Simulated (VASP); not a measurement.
# BAs in VASP: further runs

BAs is run at these levels: PBE; tasks: single point.

Program: VASP 6.6.1. These are calculated values, not measurements. Logs are shortened: lines on timing, memory, paths and dates and some standing lists are left out, and cuts for length are marked.

### Step 1. The cell of the first run

Symmetry: F-43m, No. 216, cubic system. The conventional cell has a = 4.840 Å, b = 4.840 Å, c = 4.840 Å, α = 90.00°, β = 90.00°, γ = 90.00°. B (site symmetry -43m) has 4 As at 2.10 Å within 2.8 Å. As (site symmetry -43m) has 4 B at 2.10 Å within 2.8 Å.

### Step 2. Single point, PBE (volume scaled by 1.04, then relaxed in part)

INCAR

```
PREC = Accurate ; ENCUT = 520
EDIFF = 1E-7 ; ISMEAR = -1
SIGMA = 0.02 ; LREAL = F
LASPH = T ; NELM = 60
ALGO = Normal ; ISIF = 2
LWAVE = F ; LCHARG = T
GGA = PE ; LELF = T
LVHAR = T ; NBANDS = 11
```

KPOINTS

```
regular mesh
0
Gamma
  16 16 16
```

POSCAR

```
BAs
1.0
    0.0000000000      2.4199312360      2.4199312360
    2.4199312360      0.0000000000      2.4199312360
    2.4199312360      2.4199312360      0.0000000000
B As
1 1
Direct
    0.0000000000      0.0000000000      0.0000000000
    0.2500000000      0.2500000000      0.2500000000
```

Potentials or basis: VASP PAW PBE potentials, release 64 (B, As).

Command:

```console
$ cat potpaw_PBE.64/B/POTCAR potpaw_PBE.64/As/POTCAR > POTCAR
$ mpirun -np 1 vasp_std > vasp.out
```

OUTCAR:

```text
PREC = Accurate
   ENCUT = 520
   EDIFF = 1E-7
   ISMEAR = -1
   LREAL = F
   LASPH = T
   NELM = 60
   ISIF = 2
   GGA = PE

 ion  position               nearest neighbor table
   1  0.000  0.000  0.000-   2 2.10   2 2.10   2 2.10   2 2.10
   2  0.250  0.250  0.250-   1 2.10   1 2.10   1 2.10   1 2.10

  LATTYP: Found a face centered cubic cell.
 ALAT       =     4.8398624720

  Lattice vectors:

 A1 = (   0.0000000000,   2.4199312360,   2.4199312360)
 A2 = (   2.4199312360,   0.0000000000,   2.4199312360)
 A3 = (   2.4199312360,   2.4199312360,   0.0000000000)

Analysis of symmetry for initial positions (statically):
=====================================================================
 Subroutine PRICEL returns:
 Original cell was already a primitive cell.

 Routine SETGRP: Setting up the symmetry group for a
 face centered cubic supercell.

 Subroutine GETGRP returns: Found 24 space group operations
 (whereof 24 operations were pure point group operations)
 out of a pool of 48 trial point group operations.

The static configuration has the point symmetry T_d .

Analysis of symmetry for dynamics (positions and initial velocities):
=====================================================================
 Subroutine PRICEL returns:
 Original cell was already a primitive cell.

 Routine SETGRP: Setting up the symmetry group for a
 face centered cubic supercell.

 Subroutine GETGRP returns: Found 24 space group operations
 (whereof 24 operations were pure point group operations)
 out of a pool of 48 trial point group operations.

The dynamic configuration has the point symmetry T_d .

 Subroutine INISYM returns: Found 24 space group operations
 (whereof 24 operations are pure point group operations),
 and found     1 'primitive' translations

----------------------------------------------------------------------------------------

                                     Primitive cell

  volume of cell :      28.3426

  direct lattice vectors                    reciprocal lattice vectors
     0.000000000  2.419931236  2.419931236    -0.206617441  0.206617441  0.206617441
     2.419931236  0.000000000  2.419931236     0.206617441 -0.206617441  0.206617441
     2.419931236  2.419931236  0.000000000     0.206617441  0.206617441 -0.206617441

  length of vectors
     3.422299574  3.422299574  3.422299574     0.357871906  0.357871906  0.357871906

  position of ions in fractional coordinates (direct lattice)
     0.000000000  0.000000000  0.000000000
     0.250000000  0.250000000  0.250000000

  ion indices of the primitive-cell ions
   primitive index   ion index
                 1           1
                 2           2

----------------------------------------------------------------------------------------

 KPOINTS: regular mesh

Automatic generation of k-mesh.
 Grid dimensions read from file:
 generate k-points for:   16   16   16

 Generating k-lattice:

  Cartesian coordinates                     Fractional coordinates (reciprocal lattice)
    -0.012913590  0.012913590  0.012913590     0.062500000  0.000000000  0.000000000
     0.012913590 -0.012913590  0.012913590     0.000000000  0.062500000  0.000000000
     0.012913590  0.012913590 -0.012913590     0.000000000  0.000000000  0.062500000

  Length of vectors
     0.022366994  0.022366994  0.022366994

  Shift w.r.t. Gamma in fractional coordinates (k-lattice)
     0.000000000  0.000000000  0.000000000

 Subroutine IBZKPT returns following result:
 ===========================================

 Found    145 irreducible k-points:

 Following reciprocal coordinates:
            Coordinates               Weight
  0.000000  0.000000  0.000000      1.000000
  0.062500  0.000000  0.000000      8.000000
  0.125000  0.000000  0.000000      8.000000
  0.187500  0.000000  0.000000      8.000000
  0.250000  0.000000  0.000000      8.000000
  0.312500  0.000000  0.000000      8.000000
[... 16 lines left out ...]
 -0.125000  0.062500  0.000000     24.000000
 -0.062500  0.062500  0.000000     12.000000
 [... further k-points ...]
   k-points           NKPTS =    145   k-points in BZ     NKDIM =    145   number of bands    NBANDS=     11
   number of dos      NEDOS =    301   number of ions     NIONS =      2
   total plane-waves  NPLWV =  21952
   dimension x,y,z NGX =    28 NGY =   28 NGZ =   28
   dimension x,y,z NGXF=    56 NGYF=   56 NGZF=   56
   ions per type =               1   1
   NGX,Y,Z   is equivalent  to a cutoff of  13.60, 13.60, 13.60 a.u.
   NGXF,Y,Z  is equivalent  to a cutoff of  27.20, 27.20, 27.20 a.u.
 SYSTEM =  unknown system
   PREC   = accura    normal or accurate (medium, high low for compatibility)
   ISTART =      0    job   : 0-new  1-cont  2-samecut
   ICHARG =      2    charge: 1-file 2-atom 10-const
   ISPIN  =      1    spin polarized calculation?
   LNONCOLLINEAR =      F non collinear calculations
   LSORBIT =      F    spin-orbit coupling
   LASPH  =      T    aspherical Exc in radial PAW
   ENCUT  =  520.0 eV  38.22 Ry    6.18 a.u.   6.36  6.36  6.36*2*pi/ulx,y,z
   NELM   =     60;   NELMIN=  2; NELMDL= -5     # of ELM steps
   EDIFF  = 0.1E-06   stopping-criterion for ELM
   LREAL  =      F    real-space projection
   EDIFFG = 0.1E-05   stopping-criterion for IOM
   NSW    =      0    number of steps for IOM
   IBRION =     -1    ionic relax: 0-MD 1-quasi-New 2-CG
   NFREE  =      0    steps in history (QN), initial steepest desc. (CG)
   ISIF   =      2    stress and relaxation
   ISYM   =      2    0-nonsym 1-usesym 2-fastsym
   POTIM  = 0.5000    time-step for ionic-motion
   TEBEG  =    0.0;   TEEND  =   0.0 temperature during run
   PSTRESS=    0.0 pullay stress
   NELECT =       8.0000    total number of electrons
   NUPDOWN=      -1.0000    fix difference up-down
   EMIN   =  10.00;   EMAX   =-10.00  energy-range for DOS
   EFERMI =   0.00;   METHOD = LEGACY
   ISMEAR =    -1;   SIGMA  =   0.02  broadening in eV -4-tet -1-fermi 0-gaus
   EFERMI_NEDOS =   21; number of points for ismear=-14 and -15
   IALGO  =     38    algorithm
   IMIX   =      4    mixing-type and parameters
     AMIX     =   0.40;   BMIX     =  1.00
     AMIX_MAG =   1.60;   BMIX_MAG =  1.00
  volume/ion in A,a.u.               =      14.17        95.63
  Fermi-wavevector in a.u.,A,eV,Ry     =   1.073887  2.029352 15.690683  1.153233
  Thomas-Fermi vector in A             =   2.209699
   LORBIT       =      0    0 simple, 1 ext, 2 COOP (PROOUT), +10 PAW based schemes
   GGA     = PE    functional components
   LHFCALC =     F    Hartree Fock is set to
   AEXX    =    0.0000 exact exchange contribution
   IVDW    =     0    specifies the selected vdW correction
   LEPSILON=     F    determine dielectric tensor
   LRPA    =     F    only Hartree local field effects (RPA)
 non-spin polarized calculation
  energy-cutoff  :      520.00
  volume of cell :       28.34
 maximum number of plane-waves:       778
 NGX is ok and might be reduce to    28
   NGX = 13   NGY = 13   NGZ = 13

 number of electron       8.0000000 magnetization

 Free energy of the ion-electron system (eV)
  ---------------------------------------------------
  ext. energy  EPLUGINS =         0.00000000
  ---------------------------------------------------
  free energy    TOTEN  =       -11.41176549 eV

  energy without entropy =      -11.41176549  energy(sigma->0) =      -11.41176549

 E-fermi :   6.0807     XC(G=0): -10.4152

 val. band max:        5.7002050672   @ k =   0.0000   0.0000   0.0000
 cond. band min:       6.9267677909   @ k =   0.3750   0.3750   0.0000
 fundamental gap:      1.2265627236
 Fermi energy:         6.0807456436

 k-point     1 :       0.0000    0.0000    0.0000
  band No.  band energies     occupation
      1      -9.3491      2.00000
      2       5.7002      2.00000
      3       5.7002      2.00000
      4       5.7002      2.00000
      5       8.9286      0.00000
      6       8.9286      0.00000
      7       8.9286      0.00000
      8       9.8939      0.00000
      9      15.0971      0.00000
     10      18.4942      0.00000
     11      18.4942      0.00000

 k-point     2 :       0.0625    0.0000    0.0000
  band No.  band energies     occupation
      1      -9.2872      2.00000
      2       5.0719      2.00000
      3       5.5773      2.00000
      4       5.5773      2.00000
      5       9.0092      0.00000
      6       9.0904      0.00000
      7       9.0904      0.00000
      8      10.3016      0.00000
      9      15.3520      0.00000
     10      17.9275      0.00000
     11      17.9275      0.00000

 k-point     3 :       0.1250    0.0000    0.0000
  band No.  band energies     occupation
      1      -9.1024      2.00000
      2       3.7700      2.00000
      3       5.2810      2.00000
      4       5.2810      2.00000
      5       8.9343      0.00000
      6       9.4822      0.00000
      7       9.4822      0.00000
      8      11.2878      0.00000
      9      16.0070      0.00000
     10      17.2156      0.00000
     11      17.2156      0.00000

 k-point     4 :       0.1875    0.0000    0.0000
  band No.  band energies     occupation
      1      -8.7989      2.00000
      2       2.3155      2.00000
      3       4.9293      2.00000
      4       4.9293      2.00000
      5       8.7537      0.00000
      6       9.9250      0.00000
      7       9.9250      0.00000
      8      12.3588      0.00000
      9      16.6387      0.00000
     10      16.8067      0.00000
     11      16.8067      0.00000
[... 239 lines left out ...]
 k-point    22 :      -0.1875    0.0625    0.0000
  band No.  band energies     occupation
      1      -8.6189      2.00000
      2       1.8301      2.00000
      3       4.1152      2.00000
      4       5.0493      2.00000
      5       8.9739      0.00000
      6       9.8112      0.00000
      7      10.3867      0.00000
      8      12.6114      0.00000
      9      16.0951      0.00000
     10      16.8520      0.00000
     11      17.5249      0.00000

 k-point    23 :      -0.1250    0.0625    0.0000
  band No.  band energies     occupation
      1      -8.9596      2.00000
      2       3.2427      2.00000
      3       4.4893      2.00000
      4       5.3783      2.00000
      5       9.1127      0.00000
      6       9.4038      0.00000
      7       9.9431      0.00000
      8      11.7501      0.00000
      9      16.3962      0.00000
     10      16.4551      0.00000
     11      17.3545      0.00000

 k-point    24 :      -0.0625    0.0625    0.0000
  band No.  band energies     occupation
      1      -9.1842      2.00000
      2       4.4677      2.00000
      3       4.9854      2.00000
      4       5.5903      2.00000
      5       9.0966      0.00000
      6       9.1068      0.00000
      7       9.5048      0.00000
      8      10.8556      0.00000
      9      15.7483      0.00000
     10      17.0493      0.00000
     11      17.7644      0.00000

 [... further k-points ...]
[... 5 lines left out ...]
  --------------------------------------------------------------------------------------
  -------------------------------------------------------------------------------------
  Total       -0.3283764     -0.3283764     -0.3283764     -0.0000000     -0.0000000      0.0000000
  in kB      -18.5627959    -18.5627959    -18.5627959     -0.0000000     -0.0000000      0.0000000
  external PRESSURE =     -18.5627959 kB  Pullay stress =       0.0000000 kB

 VOLUME and BASIS-vectors are now :
 -----------------------------------------------------------------------------
  energy-cutoff  :      520.00
  volume of cell :       28.34
      direct lattice vectors                 reciprocal lattice vectors
     0.000000000  2.419931236  2.419931236    -0.206617441  0.206617441  0.206617441
     2.419931236  0.000000000  2.419931236     0.206617441 -0.206617441  0.206617441
     2.419931236  2.419931236  0.000000000     0.206617441  0.206617441 -0.206617441

 POSITION                                       TOTAL-FORCE (eV/Angst)
 -----------------------------------------------------------------------------------
      0.00000      0.00000      0.00000        -0.000000     -0.000000     -0.000000
      1.20997      1.20997      1.20997         0.000000      0.000000      0.000000
 -----------------------------------------------------------------------------------
    total drift:                               -0.000000     -0.000000     -0.000000

  FREE ENERGIE OF THE ION-ELECTRON SYSTEM (eV)
  ---------------------------------------------------
  free  energy   TOTEN  =       -11.4117654873 eV

  energy  without entropy=      -11.4117654873  energy(sigma->0) =      -11.41176549
```

It took 89 s on 1 thread of Intel Xeon Platinum 8259CL at 2.50GHz (Skylake/Cascade Lake), shared host; peak memory 0.19 GiB.

Results:

```yaml
Free_energy: -11.4118 eV
Pressure: -1.9 GPa
Band_gap_on_the_k_mesh: 1.23 eV, indirect (least direct gap 3.23 eV)
```

 A k mesh can miss the band edges.

### Step 3. Single point, PBE (volume scaled by 1.06, then relaxed in part)

INCAR

```
ALGO = Normal
EDIFF = 1E-6
ENCUT = 520
GGA = PE
ISIF = 2
ISMEAR = -1
LASPH = True
LCHARG = True
LELF = True
LREAL = False
LVHAR = True
LWAVE = False
NBANDS = 11
NELM = 80
PREC = Accurate
SIGMA = 0.02
```

KPOINTS

```
k-points
0
Gamma
  16 16 16
```

POSCAR

```
BAs
1.0
    0.0000000000      2.4353452264      2.4353452264
    2.4353452264      0.0000000000      2.4353452264
    2.4353452264      2.4353452264      0.0000000000
B As
1 1
Direct
    0.0000000000      0.0000000000      0.0000000000
    0.2500000000      0.2500000000      0.2500000000
```

Potentials or basis: VASP PAW PBE potentials, release 64 (B, As).

Command:

```console
$ cat potpaw_PBE.64/B/POTCAR potpaw_PBE.64/As/POTCAR > POTCAR
$ mpirun -np 1 vasp_std > vasp.out
```

Wall time 71 s (1 thread of Intel Xeon Platinum 8259CL at 2.50GHz (Skylake/Cascade Lake), shared host); peak memory 0.19 GiB.

It converged, with:

* Free energy: -11.4016 eV
* Pressure: -4.1 GPa
* Band gap on the k mesh: 1.24 eV, indirect (least direct gap 3.21 eV)

Levels at points of the mesh, in eV from the valence-band top:
| k point | band 1 | band 2 | band 3 | band 4 | band 5 | band 6 | band 7 | band 8 | band 9 |
| --- | --- | --- | --- | --- | --- | --- | --- | --- | --- |
| (0.00, 0.00, 0.00) | -14.88 | 0.00 | 0.00 | 0.00 | 3.21 | 3.21 | 3.21 | 3.96 | 9.31 |
| (0.50, 0.00, 0.00) | -12.22 | -8.37 | -1.72 | -1.72 | 2.36 | 4.71 | 4.71 | 8.74 | 12.30 |
| (0.50, 0.50, 0.00) | -10.99 | -8.21 | -3.84 | -3.84 | 1.49 | 1.50 | 10.82 | 10.82 | 12.36 |

### Step 4. Single point, PBE (z stretched by -3 %, then relaxed in part)

INCAR

```
SYSTEM = BAs
ALGO = Normal ; EDIFF = 1E-7
ENCUT = 520 ; GGA = PE
ISIF = 2 ; ISMEAR = -1
LASPH = .True. ; LCHARG = .True.
LELF = .True. ; LREAL = .False.
LVHAR = .True. ; LWAVE = .False.
NBANDS = 11 ; NELM = 60
PREC = Accurate ; SIGMA = 0.02
```

KPOINTS

```
k-points
0
Gamma
  16 16 16
  0 0 0
```

POSCAR

```
BAs
1.0
    0.0000000000      2.3885000000      2.3168450000
    2.3885000000      0.0000000000      2.3168450000
    2.3885000000      2.3885000000      0.0000000000
B As
1 1
Direct
    0.0000000000      0.0000000000      0.0000000000
    0.2500000000      0.2500000000      0.2500000000
```

Command:

```console
$ cat potpaw_PBE.64/B/POTCAR potpaw_PBE.64/As/POTCAR > POTCAR
$ mpirun -np 1 vasp_std > vasp.out
```

It took 2.7 min on 1 thread of Intel Xeon Platinum 8259CL at 2.50GHz (Skylake/Cascade Lake), shared host; peak memory 0.24 GiB.

Results (log left out):

| Quantity | Value |
| --- | --- |
| Free energy | -11.3669 eV |
| Pressure | 8.1 GPa |
| Band gap on the k mesh | 0.70 eV, indirect (least direct gap 3.00 eV) |

Stress tensor (GPa, compression positive):
```
 6.10  0.00  0.00
 0.00  6.10  0.00
 0.00  0.00 12.23
```

Levels at points of the mesh, in eV from the valence-band top:
```csv
k point,band 1,band 2,band 3,band 4,band 5,band 6,band 7,band 8
"(0.00, 0.00, 0.00)",-15.88,-0.29,-0.29,0.00,3.00,3.19,3.19,4.87
"(0.50, 0.00, 0.00)",-12.89,-9.21,-2.25,-1.89,2.62,4.49,4.82,8.74
"(0.50, 0.50, 0.00)",-11.35,-8.72,-4.60,-4.60,0.96,0.96,11.48,11.48
"(0.50, 0.00, 0.50)",-11.61,-8.98,-4.32,-4.27,1.32,1.35,11.20,11.65
```

Caveat: the cell differs from its parent crystal (z stretched by -3 %, then relaxed in part).

### Step 5. The runs side by side

```csv
cell,gap on the mesh (eV),pressure (GPa)
"a = 3.422 Å, angles 60.0°, 2 atoms",1.23,-1.9
"a = 3.444 Å, angles 60.0°, 2 atoms",1.24,-4.1
"a = 3.328, b = 3.328, c = 3.378 Å, angles 59.5, 59.5, 61.0°, 2 atoms",0.70,8.1
```

Alike in all rows: task single point; level PBE; potentials or basis VASP PAW PBE potentials, release 64 (B, As); no spin polarisation; k mesh 16 × 16 × 16; cutoff (eV) 520; smearing fermi-dirac 0.02 eV.

Absolute energies hang on the potentials; compare differences alone.
